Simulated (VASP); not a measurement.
Set up this calculation in VASP 6.6.1, as the native input.

| Property | Result |
| --- | --- |
| Task | single point |
| Functional | PBE |
| Potentials or basis | VASP PAW PBE potentials, release 64 (Fe) |
| Cutoff | 520 eV |
| k mesh | 11 × 11 × 1 |
| Occupations | fermi-dirac, width 0.05 eV |
| Spin | collinear spin, ferromagnetic start |
| Starting moments | [3.0] μB |
| Dipole correction | yes |
| Further INCAR settings | ALGO = Normal; EDIFF = 1e-06; NBANDS = 14 |

The structure of Fe lies in POSCAR:

```
Fe
1.0
    2.3111900000      0.0000000000      0.0000000000
    0.0000000000      2.3111900000      0.0000000000
    0.0000000000      0.0000000000     23.8000000000
Fe
1
Direct
    0.0000000000      0.0000000000      0.2941200000
```

The input as run:

INCAR

```
SYSTEM = Fe
  PREC = Accurate
  ENCUT = 520
  EDIFF = 1E-6
  ISMEAR = -1
  SIGMA = 0.05
  LREAL = .False.
  LASPH = .True.
  NELM = 150
  ALGO = Normal
  ISIF = 2
  LWAVE = .False.
  LCHARG = .False.
  ISPIN = 2
  MAGMOM = 3
  LORBIT = 11
  LMAXMIX = 4
  LDIPOL = .True.
  IDIPOL = 3
  DIPOL = 0.5 0.5 0.294
  GGA = PE
  NBANDS = 14
```

KPOINTS

```
regular mesh
0
Gamma
  11 11 1
  0 0 0
```

Potentials or basis: VASP PAW PBE potentials, release 64 (Fe).

Run with:

```bash
$ cat potpaw_PBE.64/Fe/POTCAR > POTCAR
$ mpirun -np 1 vasp_std > vasp.out
```

It gave:

```json
{
  "Net moment": "2.73 μB per cell",
  "Site moments": "Fe +2.67 μB",
  "Valence electrons inside the program's atomic spheres": "Fe 7.05"
}
```

It took 55 s on 1 thread of Intel(R) Xeon(R) 6975P-C (Granite Rapids), on a shared host, peak memory 0.29 GiB.
